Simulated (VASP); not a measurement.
# ZrB: single point with PBEsol

Crystal: ZrB.

```
Zr B
1.0
    -0.06975    2.32500    2.32500
     2.25525    0.00000    2.25525
     2.32500    2.32500   -0.06975
Zr B
1 1
Direct
  0.00000 0.00000 0.00000
  0.50000 0.50000 0.50000
```

This cell differs from its parent crystal: strain -0.0600 x Voigt [0, 0, 0, 0, 1, 0].

| Property | Result |
| --- | --- |
| Program | VASP 6.6.1 |
| Task | single point |
| Functional | PBEsol |
| Potentials or basis | VASP PAW PBE potentials, release 64 (Zr_sv, B) |
| Cutoff | 520 eV |
| k mesh | 18 × 18 × 18 |
| Occupations | gaussian, width 0.15 eV |
| Spin | no spin polarisation |

```
Pressure               : 29.9 GPa
Band gap on the k mesh : zero (an odd number of electrons rules out a gap without spin polarisation)
```

Stress tensor (GPa, compression positive):
```
29.91  0.00  3.45
 0.00 29.81  0.00
 3.45  0.00 29.91
```

Levels at points of the mesh, in eV from the Fermi level:
| k point | band 6 | band 7 | band 8 | band 9 | band 10 | band 11 |
| --- | --- | --- | --- | --- | --- | --- |
| (0.00, 0.00, 0.00) | 1.46 | 1.80 | 2.31 | 3.61 | 3.71 | 3.71 |
| (0.50, 0.00, 0.00) | -3.73 | -1.48 | -0.98 | 5.19 | 5.92 | 7.29 |
| (0.00, 0.50, 0.00) | -3.40 | -1.84 | -1.38 | 5.60 | 5.98 | 7.69 |
| (0.50, 0.50, 0.00) | -1.19 | -0.32 | 2.55 | 2.56 | 5.39 | 6.89 |
| (0.50, 0.00, 0.50) | -1.19 | -0.31 | 2.23 | 2.91 | 5.50 | 6.92 |

It took 3.6 min on 1 thread of Intel(R) Xeon(R) Platinum 8375C CPU @ 2.90GHz (Ice Lake), on a shared host, peak memory 0.4 GiB.

Caveat: the cell differs from its parent crystal (strain -0.0600 x Voigt [0, 0, 0, 0, 1, 0]); the cell stands under pressure; the PAW data sets were made with another functional, which shifts forces and pressure a little.
